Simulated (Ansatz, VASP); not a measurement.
# Ga2SeS2 in VASP and in Ansatz

File INCAR:

```
ALGO     = Normal         # electronic algorithm
EDIFF    = 1E-7           # SCF threshold, eV
EDIFFG   = -0.04          # ionic threshold
ENCUT    = 600            # plane-wave cutoff, eV
GGA      = PE             # functional
IBRION   = 2              # ionic algorithm
ISIF     = 3              # what is computed and relaxed
ISMEAR   = 0              # smearing method
LASPH    = T              # aspherical terms in the spheres
LCHARG   = F              # write CHGCAR
LREAL    = F              # projectors in reciprocal space
LWAVE    = F              # write WAVECAR
NELM     = 60             # most SCF steps
NSW      = 90             # ionic steps
PREC     = Accurate       # precision mode
SIGMA    = 0.1            # smearing width, eV
```

KPOINTS

```
k-points
0
Gamma
  6 6 2
```

Contents of POSCAR:

```
Ga2SeS2
1.0
    4.1006972400      0.0000000000      0.0000000000
   -2.0503486200      3.5513079800      0.0000000000
    0.0000000000      0.0000000000      8.9148706600
Ga Se S
2 1 2
Direct
    0.0000000000      0.0000000000      0.6099502500
    0.0000000000      0.0000000000      0.3900497500
    0.0000000000      0.0000000000      0.0000000000
    0.3333333300      0.6666666700      0.5000000000
    0.6666666700      0.3333333300      0.5000000000
```

Input for Ansatz:

```yaml
crystal:
  lattice:
    - [4.10069724, 0.0, 0.0]
    - [-2.05034862, 3.55130798, 0.0]
    - [0.0, 0.0, 8.91487066]
  atoms:
    - { symbol: Ga, position: [0.0, 0.0, 0.60995025] }
    - { symbol: Ga, position: [0.0, 0.0, 0.39004975] }
    - { symbol: Se, position: [0.0, 0.0, 0.0] }
    - { symbol: S, position: [0.33333333, 0.66666667, 0.5] }
    - { symbol: S, position: [0.66666667, 0.33333333, 0.5] }
basis:
  ecutwfc: 420
kpoints:
  mp_grid: { grid: [6, 6, 2] }
hamiltonian:
  xc: pbe
scf:
  occupations: { method: gaussian, width: 0.1 }
  lower_state_search: "off"
output:
  forces: true
  stress: true
  eigenvalues: true
relax:
  adjacent_minimum: "off"
  f_tol: 0.04
  max_steps: 70
  cell: { stress_tol: 0.4 }
```

Alike in both runs: task relaxation of cell and atoms; functional PBE; k mesh 6 × 6 × 2; occupations gaussian, width 0.1 eV; no spin polarisation.

|  | VASP | Ansatz |
| --- | --- | --- |
| version | VASP 6.6.1 | Ansatz 0.2.0 |
| potentials or method | VASP PAW PBE potentials, release 64 (Ga_d, Se, S), cutoff 600 eV | scalar-relativistic, plane waves, PAW |
| valence electrons in the cell | 44 | 54 |

Ansatz gave:

- gap on the k mesh at the Fermi level, each at its own relaxed structure (eV): none
- relaxed volume (Å³/atom): 26.18
- relaxed cell length with the largest relative difference (Å): 7.311

**Question.** Estimate VASP's values.

**Answer.** gap on the k mesh at the Fermi level, each at its own relaxed structure (eV): none; relaxed volume (Å³/atom): 26.29; relaxed cell length with the largest relative difference (Å): 7.327.

A gap of «none» marks a metal or a gap that the smearing closes. VASP's potentials hold 44 valence electrons a cell and Ansatz's 54, so a difference there can come from the potentials and not from the codes.
